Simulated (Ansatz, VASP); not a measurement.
## One calculation of ZnCl3, two programs

```
Zn Cl
1.0
     3.38013    0.00000    0.00000
    -1.69007    2.92728    0.00000
     0.00000    0.00000   10.85065
Zn Cl
1 3
Direct
  0.66667 0.33333 0.00000
  0.66667 0.33333 0.50000
  0.33333 0.66667 0.14274
  0.33333 0.66667 0.85726
```

Change from the starting cell: species swapped into the MnFe3 type (P-6m2, No. 187).

Alike in both runs: functional PBE; k mesh 6 × 6 × 2; occupations gaussian, width 0.1 eV; no spin polarisation.

Ansatz relaxed the structure, and its values are those at the end. VASP's run is a single point on that final structure, the one shown.

|  | VASP | Ansatz |
| --- | --- | --- |
| version | VASP 6.6.1 | Ansatz 0.2.0 |
| potentials or method | VASP PAW PBE potentials, release 64 (Zn, Cl), cutoff 520 eV | scalar-relativistic, plane waves, PAW |
| valence electrons in the cell | 33 | 33 |

VASP gave:

```
gap on the k mesh at the Fermi level (eV) : none
pressure (GPa)                            : 0.1
rms of the force components (eV/Å)        : 0.005
```

Task: Which values does Ansatz return?

Result: gap on the k mesh at the Fermi level (eV): none; pressure (GPa): 0.0; rms of the force components (eV/Å): 0.002.

A gap of «none» marks a metal or a gap that the smearing closes.
